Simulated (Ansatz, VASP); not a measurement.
One calculation of C, two programs

```xyz
2
Lattice="0.0000 1.7768 1.7768 1.7768 0.0000 1.7768 1.7768 1.7768 0.0000" Properties=species:S:1:pos:R:3 pbc="T T T"
C     0.0000    0.0000    0.0000
C     0.8884    0.8884    0.8884
```

Alike in both runs: functional PBEsol; k mesh 12 × 12 × 12; occupations gaussian, width 0.02 eV; no spin polarisation.

Ansatz relaxed the structure, and its values are those at the end. VASP's run is a single point on that final structure, the one shown.

```csv
,VASP,Ansatz
version,VASP 6.6.1,Ansatz 0.2.0
potentials or method,"VASP PAW PBE potentials, release 64 (C), cutoff 600 eV","scalar-relativistic, plane waves, PAW"
valence electrons in the cell,8,8
```

VASP gave:

- gap on the k mesh at the Fermi level (eV): 4.06
- least direct gap on the mesh (eV): 5.57
- pressure (GPa): 0.5

Question: Estimate Ansatz's values.

Answer: gap on the k mesh at the Fermi level (eV): 4.07; least direct gap on the mesh (eV): 5.57; pressure (GPa): 0.0.

VASP's potentials were made for PBE, not for PBEsol, and Ansatz warns of the same on its side. The functional is the same, so the differences come from potentials, cutoffs and numerics.
